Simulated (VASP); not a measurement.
Yb, 1 atom in the cell. Symmetry: I4/mmm, No. 139, tetragonal system. Conventional cell: a = 4.039 Å, b = 4.039 Å, c = 4.194 Å, α = 90.00°, β = 90.00°, γ = 90.00°. Within 4.7 Å of Yb (site symmetry 4/mmm) lie 14 Yb at 3.54 to 4.19 Å.  This cell differs from its parent crystal: volume 34.207 Å^3 an atom, c/a of the conventional cell 0.7343.

```yaml
Program: VASP 6.6.1
Task: single point
Functional: PBE
Potentials_or_basis: VASP PAW PBE potentials, release 64 (Yb)
Cutoff: 520 eV
k_mesh: 16 × 16 × 16
Occupations: gaussian, width 0.15 eV
Spin: no spin polarisation
Dipole_correction: no
Further_INCAR_settings: ALGO = Fast; EDIFF = 1e-07; NBANDS = 18
```

Potentials or basis: VASP PAW PBE potentials, release 64 (Yb).

The run is started by

```bash
$ cat potpaw_PBE.64/Yb/POTCAR > POTCAR
$ mpirun -np 1 vasp_std > vasp.out
```

Hardware: 1 thread of Intel(R) Xeon(R) Platinum 8488C (Sapphire Rapids), with other jobs on the host.

Q: How long does it take, and how much memory?

A: It took 14 min on 1 thread of Intel(R) Xeon(R) Platinum 8488C (Sapphire Rapids), on a shared host, peak memory 0.37 GiB. Counts: scf iterations 49, k points 349.
